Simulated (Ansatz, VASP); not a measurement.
## Two plane-wave programs on BiO5

```
Bi O
1.0
     4.84884    0.00000    0.00000
     0.00000    4.84884    0.00000
     0.00000    0.00000    4.22907
Bi O
1 5
Direct
  0.00000 0.00000 0.33727
  0.00000 0.00000 0.83909
  0.43409 0.72982 0.35332
  0.56591 0.27018 0.35332
  0.27018 0.43409 0.35332
  0.72982 0.56591 0.35332
```

Alike in both runs: functional PBE; k mesh 4 × 4 × 4; occupations gaussian, width 0.2 eV; no spin polarisation.

Ansatz relaxed the structure, and its values are those at the end. VASP's run is a single point on that final structure, the one shown.

|  | VASP | Ansatz |
| --- | --- | --- |
| version | VASP 6.6.1 | Ansatz 0.2.0 |
| potentials or method | VASP PAW PBE potentials, release 64 (Bi_d, O), cutoff 600 eV | scalar-relativistic, plane waves, PAW |
| valence electrons in the cell | 45 | 45 |

Ansatz gave:

- gap on the k mesh at the Fermi level (eV): none
- pressure (GPa): -0.3
- rms of the force components (eV/Å): 0.025

Q: What did VASP give for the same quantities?

A: gap on the k mesh at the Fermi level (eV): none; pressure (GPa): -0.3; rms of the force components (eV/Å): 0.018.

A gap of «none» marks a metal or a gap that the smearing closes.

The k mesh is coarse, so the values compare programs but aren't converged. Neither program's run includes spin-orbit coupling.
